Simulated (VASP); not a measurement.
FePt:

```
Fe Pt
1.0
    -1.88293   -1.88293   -3.81393
    -1.88293   -3.81393   -1.88293
    -3.81393   -1.88293   -1.88293
Fe Pt
1 1
Direct
  0.00000 0.00000 0.00000
  0.50000 0.50000 0.50000
```

Base run:

```yaml
Program: VASP 6.6.1
Functional: r2SCAN
Potentials_or_basis: VASP PAW PBE potentials, release 64 (Fe, Pt)
Cutoff: 520 eV
k_mesh: 18 × 18 × 18
Occupations: gaussian, width 0.1 eV
Spin: no spin polarisation
```

Its results: band gap on the k mesh zero (bands 9 and 10 overlap by 1.56 eV); pressure -20.5 GPa.

Problem. The run is repeated on the same cell with these changes: functional from r2SCAN to PBE; further incar settings from ALGO = Normal; EDIFF = 1e-06; NBANDS = 16 to ALGO = Fast; EDIFF = 1e-06; NBANDS = 16. What comes out?

Solution. Band gap on the k mesh zero (bands 9 and 10 overlap by 1.49 eV); pressure -15.0 GPa.

Caveats: the cell stands under tension; spin-orbit coupling is left out, which moves the levels of the heavy elements; the run has no spin polarisation, though such a crystal can be magnetic; the PAW data sets were made with another functional, which shifts forces and pressure a little (at least some runs).
